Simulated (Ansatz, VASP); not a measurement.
Two plane-wave programs on InSe2

```xyz
6
Lattice="0.0000 4.2289 4.2289 4.2289 0.0000 4.2289 4.2289 4.2289 0.0000" Properties=species:S:1:pos:R:3 pbc="T T T"
In    0.0000    0.0000    0.0000
In    2.1144    2.1144    2.1144
Se    5.2861    5.2861    5.2861
Se    5.2861    3.1717    3.1717
Se    3.1717    3.1717    5.2861
Se    3.1717    5.2861    3.1717
```

Alike in both runs: functional r2SCAN; k mesh 8 × 8 × 8; occupations gaussian, width 0.1 eV; no spin polarisation.

Ansatz relaxed the structure, and its values are those at the end. VASP's run is a single point on that final structure, the one shown.

|  | VASP | Ansatz |
| --- | --- | --- |
| version | VASP 6.6.1 | Ansatz 0.2.0 |
| potentials or method | VASP PAW PBE potentials, release 64 (In_d, Se), cutoff 520 eV | scalar-relativistic, plane waves, PAW |
| valence electrons in the cell | 50 | 90 |

```tsv
	VASP	Ansatz	Ansatz less VASP
gap on the k mesh at the Fermi level (eV)	none	none	-
pressure (GPa)	0.0	0.0	+0.03
```

VASP's potentials were made for PBE, not for r2SCAN. A gap of «none» marks a metal or a gap that the smearing closes. The functional is the same, so the differences come from potentials, cutoffs and numerics. VASP's potentials hold 50 valence electrons a cell and Ansatz's 90, so a difference there can come from the potentials and not from the codes.
